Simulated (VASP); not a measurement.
Wanted: the native input for a VASP 6.6.1 run.

- Task: single point
- Functional: PBE
- Potentials or basis: VASP PAW PBE potentials, release 64 (Li_sv, S)
- Cutoff: 750 eV
- k mesh: 6 × 6 × 6
- Occupations: fermi-dirac, width 0.1 eV
- Spin: no spin polarisation
- Dipole correction: no
- Further INCAR settings: ALGO = Normal; EDIFF = 1e-06; NBANDS = 13

The structure of Li2S lies in POSCAR:

```
Li2S
1.0
    0.0000000000      2.9002886734      2.9002886734
    2.9002886734      0.0000000000      2.9002886734
    2.9002886734      2.9002886734      0.0000000000
Li S
2 1
Direct
    0.2500000000      0.2500000000      0.2500000000
    0.7500000000      0.7500000000      0.7500000000
    0.0000000000      0.0000000000      0.0000000000
```

These files were run (other wordings do the same):

INCAR

```
  PREC = Accurate
  ENCUT = 750
  EDIFF = 1E-6
  ISMEAR = -1
  SIGMA = 0.1
  LREAL = F
  LASPH = T
  NELM = 120
  ALGO = Normal
  ISIF = 2
  LWAVE = F
  LCHARG = T
  GGA = PE
  LELF = T
  LVHAR = T
  NBANDS = 13
  GGA_COMPAT = F
```

KPOINTS

```
regular mesh
0
Gamma
  6 6 6
```

Potentials or basis: VASP PAW PBE potentials, release 64 (Li_sv, S).

The run is started by

```console
$ cat potpaw_PBE.64/Li_sv/POTCAR potpaw_PBE.64/S/POTCAR > POTCAR
$ mpirun -np 1 vasp_std > vasp.out
```

It gave:

```yaml
Pressure: -2.1 GPa
Band_gap_on_the_k_mesh: 3.41 eV, indirect (least direct gap 4.00 eV)
```

Wall time 13 s on 1 thread of Intel(R) Xeon(R) 6975P-C (Granite Rapids) (shared host), peak memory 0.22 GiB.
